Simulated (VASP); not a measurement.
A run of VASP 6.6.1 is set up as follows.

Contents of INCAR:

```
PREC     = Accurate       # precision mode
ENCUT    = 520            # plane-wave cutoff, eV
EDIFF    = 1E-6           # SCF threshold, eV
ISMEAR   = -1             # smearing method
SIGMA    = 0.05           # smearing width, eV
LREAL    = False          # projectors in reciprocal space
LASPH    = True           # aspherical terms in the spheres
NELM     = 100            # most SCF steps
ALGO     = Normal         # electronic algorithm
ISIF     = 2              # what is computed and relaxed
LWAVE    = False          # write WAVECAR
LCHARG   = True           # write CHGCAR
GGA      = PE             # functional
LELF     = True           # ELF
LVHAR    = True         
NBANDS   = 21             # bands
```

Contents of KPOINTS:

```
Automatic mesh
0
Gamma
  7 7 7
```

Contents of POSCAR:

```
Sn
1.0
    0.0000000000      3.2547562903      3.2547562903
    3.2547562903      0.0000000000      3.2547562903
    3.2547562903      3.2547562903      0.0000000000
Sn
2
Direct
    0.7500000000      0.7500000000      0.7500000000
    0.5000000000      0.5000000000      0.5000000000
```

Potentials or basis: VASP PAW PBE potentials, release 64 (Sn_d).

The run is started by

```sh
$ cat potpaw_PBE.64/Sn_d/POTCAR > POTCAR
$ mpirun -np 1 vasp_std > vasp.out
```

(1) What does it give for the pressure?

(2) What does it give for the band gap on the k mesh?

Results:

(1) 2.8 GPa.

(2) zero (band 14 reaches 5.63 eV, above the bottom of band 15 at 5.56 eV).

Caveat: spin-orbit coupling is left out, which moves the levels of the heavy elements.
